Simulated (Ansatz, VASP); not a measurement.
## One calculation of Lu, two programs

Contents of INCAR:

```
ALGO = Normal ; EDIFF = 1E-6
ENCUT = 520 ; GGA = PS
ISIF = 2 ; ISMEAR = -1
LASPH = True ; LCHARG = False
LREAL = False ; LWAVE = False
NBANDS = 32 ; NELM = 100
PREC = Accurate ; SIGMA = 0.05
```

KPOINTS

```
k-points
0
Gamma
  9 9 5
```

POSCAR

```
Lu
1.0
    3.5718056782      0.0000000000      0.0000000000
   -1.7859028391      3.0932744547      0.0000000000
    0.0000000000      0.0000000000      5.6597688160
Lu
2
Direct
    0.6666666667      0.3333333333      0.7500000000
    0.3333333333      0.6666666667      0.2500000000
```

input.yaml

```yaml
crystal:
  lattice:
    - [3.5718056782, 0.0, 0.0]
    - [-1.7859028391, 3.0932744547, 0.0]
    - [0.0, 0.0, 5.659768816]
  atoms:
    - { symbol: Lu, position: [0.6666666667, 0.3333333333, 0.75] }
    - { symbol: Lu, position: [0.3333333333, 0.6666666667, 0.25] }
kpoints:
  mp_grid: { grid: [9, 9, 5] }
scf:
  occupations: { method: fermi_dirac, width: 0.05 }
hamiltonian:
  xc: pbesol
  pseudopotentials: { kind: all_electron, lapw: { basis_error: 0.0005 } }
output:
  forces: true
  stress: true
  eigenvalues: true
```

Change from the starting cell: volume scaled by 1.06.

Alike in both runs: task single point; functional PBEsol; k mesh 9 × 9 × 5; occupations fermi-dirac, width 0.05 eV; no spin polarisation.

|  | VASP | Ansatz |
| --- | --- | --- |
| version | VASP 6.6.1 | Ansatz 0.2.0 |
| potentials or method | VASP PAW PBE potentials, release 64 (Lu), cutoff 520 eV | all-electron LAPW, scalar-relativistic |

Ansatz gave:

- gap on the k mesh at the Fermi level (eV): none
- pressure (GPa): -5.1
- traceless stress, the component that is largest in VASP (GPa): -0.55

**Question.** Estimate VASP's values.

**Answer.** gap on the k mesh at the Fermi level (eV): none; pressure (GPa): -5.0; traceless stress, the component that is largest in VASP (GPa): -0.56.

VASP's potentials were made for PBE, not for PBEsol. A gap of «none» marks a metal or a gap that the smearing closes. Ansatz ran all-electron here, and VASP with PAW potentials.

Neither program's run includes spin-orbit coupling.
